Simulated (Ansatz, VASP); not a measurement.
W: VASP beside Ansatz

The input INCAR:

```
PREC     = Accurate       # precision mode
ENCUT    = 520            # plane-wave cutoff, eV
EDIFF    = 1E-7           # SCF threshold, eV
ISMEAR   = 0              # smearing method
SIGMA    = 0.15           # smearing width, eV
LREAL    = F              # projectors in reciprocal space
LASPH    = T              # aspherical terms in the spheres
NELM     = 60             # most SCF steps
ALGO     = Fast           # electronic algorithm
ISIF     = 2              # what is computed and relaxed
LWAVE    = F              # write WAVECAR
LCHARG   = F              # write CHGCAR
GGA      = PS             # functional
NBANDS   = 13             # bands
```

KPOINTS

```
Automatic mesh
0
Gamma
  20 20 20
```

File POSCAR:

```
W
1.0
    0.0000000000      2.0604500000      1.9995500000
    2.0604500000      0.0000000000      1.9995500000
    2.0604500000      2.0604500000      0.0000000000
W
1
Direct
    0.0000000000      0.0000000000      0.0000000000
```

Input for Ansatz:

```yaml
crystal:
  lattice:
    - [0.0, 2.06045, 1.99955]
    - [2.06045, 0.0, 1.99955]
    - [2.06045, 2.06045, 0.0]
  atoms:
    - { symbol: W, position: [0.0, 0.0, 0.0] }
basis:
  ecutwfc: 420
kpoints:
  mp_grid: { grid: [20, 20, 20] }
hamiltonian:
  xc: pbesol
scf:
  occupations: { method: gaussian, width: 0.15 }
output:
  forces: true
  stress: true
  eigenvalues: true
```

Change from the starting cell: strain +0.015 along x and y, -0.015 along z, atoms carried along.

Alike in both runs: task single point; functional PBEsol; k mesh 20 × 20 × 20; occupations gaussian, width 0.15 eV; no spin polarisation.

```csv
,VASP,Ansatz
version,VASP 6.6.1,Ansatz 0.2.0
potentials or method,"VASP PAW PBE potentials, release 64 (W_sv), cutoff 520 eV","scalar-relativistic, plane waves, PAW"
valence electrons in the cell,14,14
```

Ansatz gave:

* gap on the k mesh at the Fermi level (eV): none
* pressure (GPa): -16.2
* traceless stress, the component that is largest in VASP (GPa): -6.42

Q: Which values does VASP return?

A: gap on the k mesh at the Fermi level (eV): none; pressure (GPa): -15.7; traceless stress, the component that is largest in VASP (GPa): -6.46.

VASP's potentials were made for PBE, not for PBEsol. A gap of «none» marks a metal or a gap that the smearing closes.

Spin-orbit coupling is off throughout.
